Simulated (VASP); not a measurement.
A run of VASP 6.6.1 is set up as follows.

The input INCAR:

```
PREC     = Accurate       # precision mode
ENCUT    = 520            # plane-wave cutoff, eV
EDIFF    = 1E-6           # SCF threshold, eV
ISMEAR   = -1             # smearing method
SIGMA    = 0.02           # smearing width, eV
LREAL    = F              # projectors in reciprocal space
LASPH    = T              # aspherical terms in the spheres
NELM     = 100            # most SCF steps
ALGO     = Normal         # electronic algorithm
ISIF     = 2              # what is computed and relaxed
LWAVE    = F              # write WAVECAR
LCHARG   = F              # write CHGCAR
GGA      = PE             # functional
NBANDS   = 26             # bands
```

The input KPOINTS:

```
regular mesh
0
Gamma
  6 6 6
```

File POSCAR:

```
Be4Te3S
1.0
    5.4655238772      0.0000000000      0.0000000000
    0.0000000000      5.4655238772      0.0000000000
    0.0000000000      0.0000000000      5.4655238772
S Be Te
1 4 3
Direct
    0.0000000000      0.0000000000      0.0000000000
    0.7679477863      0.7679477863      0.7679477863
    0.2320522137      0.2320522137      0.7679477863
    0.2320522137      0.7679477863      0.2320522137
    0.7679477863      0.2320522137      0.2320522137
    0.5000000000      0.5000000000      0.0000000000
    0.5000000000      0.0000000000      0.5000000000
    0.0000000000      0.5000000000      0.5000000000
```

Potentials or basis: VASP PAW PBE potentials, release 64 (S, Be, Te).

Launch:

```console
$ cat potpaw_PBE.64/S/POTCAR potpaw_PBE.64/Be/POTCAR potpaw_PBE.64/Te/POTCAR > POTCAR
$ mpirun -np 1 vasp_std > vasp.out
```

(1) Estimate the band gap on the k mesh.

(2) What does it give for the largest force?

Results:

(1) 1.89 eV, direct.

(2) 0.037 eV/Å.

Caveat: spin-orbit coupling is left out, which moves the levels of the heavy elements.
